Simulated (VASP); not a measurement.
Write the native input for VASP 6.6.1 that does the following.

| Quantity | Value |
| --- | --- |
| Task | single point |
| Functional | PBE |
| Potentials or basis | VASP PAW PBE potentials, release 64 (Nb_sv, H) |
| Cutoff | 520 eV |
| k mesh | 9 × 6 × 1 |
| Occupations | gaussian, width 0.1 eV |
| Spin | no spin polarisation |
| Dipole correction | yes |
| Further INCAR settings | ALGO = Normal; EDIFF = 1e-06; NBANDS = 34 |

The structure of Nb4H lies in POSCAR:

```
Nb4H
1.0
    2.9829001615      0.0000000000      0.0000000000
    0.0000000000      4.2184578637      0.0000000000
    0.0000000000      0.0000000000     19.8127690725
Nb H
4 1
Direct
    0.5000000000      0.5000000000      0.2018900026
    0.0000000000      0.0000000000      0.2771672178
    0.5000000000      0.5000000000      0.3569599732
    0.0000000000      0.0000000000      0.4195662425
    0.5000000000      0.3000000000      0.4504610472
```

These files were run (other wordings do the same):

INCAR

```
SYSTEM = Nb4H
PREC = Accurate
ENCUT = 520
EDIFF = 1E-6
ISMEAR = 0
SIGMA = 0.1
LREAL = .False.
LASPH = .True.
NELM = 100
ALGO = Normal
ISIF = 2
LWAVE = .False.
LCHARG = .True.
LDIPOL = .True.
IDIPOL = 3
DIPOL = 0.5 0.5 0.341
GGA = PE
LELF = .True.
LVHAR = .True.
LVACPOTAV = .True.
NBANDS = 34
```

KPOINTS

```
Automatic mesh
0
Gamma
  9 6 1
  0 0 0
```

Potentials or basis: VASP PAW PBE potentials, release 64 (Nb_sv, H).

Command:

```console
$ cat potpaw_PBE.64/Nb_sv/POTCAR potpaw_PBE.64/H/POTCAR > POTCAR
$ mpirun -np 1 vasp_std > vasp.out
```

It gave:

| Quantity | Value |
| --- | --- |
| Largest force | 1.186 eV/Å |

Run time: 2.5 min on 1 thread of Intel(R) Xeon(R) 6975P-C (Granite Rapids), with other jobs on the host, peak memory 0.39 GiB.
